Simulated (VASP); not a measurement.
Crystal: HfO2.

```xyz
3
Lattice="0.0000 2.5575 2.5575 2.5575 0.0000 2.5575 2.5575 2.5575 0.0000" Properties=species:S:1:pos:R:3 pbc="T T T"
Hf    0.0000    0.0000    0.0000
O     1.2788    1.2788    1.2788
O     3.8363    3.8363    3.8363
```

* Program: VASP 6.6.1
* Task: relaxation of cell and atoms
* Functional: PBE
* Potentials or basis: VASP PAW PBE potentials, release 64 (Hf_pv, O)
* Cutoff: 600 eV
* k mesh: 8 × 8 × 8
* Occupations: gaussian, width 0.02 eV
* Spin: no spin polarisation

At the start: pressure -6.2 GPa; volume 11.15 Å³/atom.

How do energy, volume and symmetry change on relaxing?

Over 3 steps the energy falls by 5.7 meV/atom and the volume is 10.87 Å³/atom (-2.6 %); space group Fm-3m (No. 225, to 0.05 Å).

Step by step:
```
step  energy change (eV)  largest force (eV/Å)  pressure (GPa)  volume (Å³)
   1              0.0000                0.0000           -6.23        33.46
   2              0.0194                0.0000           10.19        31.40
   3             -0.0172                0.0000           -0.06        32.60
```

Final structure:
```
CELL_PARAMETERS angstrom
0.00000 2.53546 2.53546
2.53546 0.00000 2.53546
2.53546 2.53546 0.00000
ATOMIC_POSITIONS crystal
Hf 0.00000 0.00000 0.00000
O 0.25000 0.25000 0.25000
O 0.75000 0.75000 0.75000
```
